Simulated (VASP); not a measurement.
Runs of VASP 6.6.1 on PbS. The structure is that of space group Pm-3m (No. 221), or close to it. The cells are those of the table. 

```tsv
task	cell	k mesh	smearing	gap on the mesh (eV)	pressure (GPa)
single point	a = 3.674 Å, 2 atoms	6 × 6 × 6	gaussian 0.05 eV	none	-4.1
single point	a = 3.587 Å, 2 atoms	12 × 12 × 12	fermi-dirac 0.15 eV	none	-0.5
single point	a = 3.632 Å, 2 atoms	6 × 6 × 6	gaussian 0.05 eV	none	(a)
single point	a = 3.587 Å, 2 atoms	6 × 6 × 6	gaussian 0.05 eV	none	(b)
single point	a = 3.519 Å, 2 atoms	12 × 12 × 12	fermi-dirac 0.15 eV	none	3.5
```

Alike in all rows: level PBEsol; potentials or basis VASP PAW PBE potentials, release 64 (Pb_d, S); no spin polarisation; cutoff (eV) 500.

Problem. Fill in the values left out.

Solution. (a) -2.3; (b) -0.3.

Caveats: the PAW data sets were made with another functional, which shifts forces and pressure a little; spin-orbit coupling is left out, which moves the levels of the heavy elements.

A k mesh can miss the band edges, and the runs leave out spin-orbit coupling on Pb.

A gap of «none» marks levels without a gap at the run's occupations.
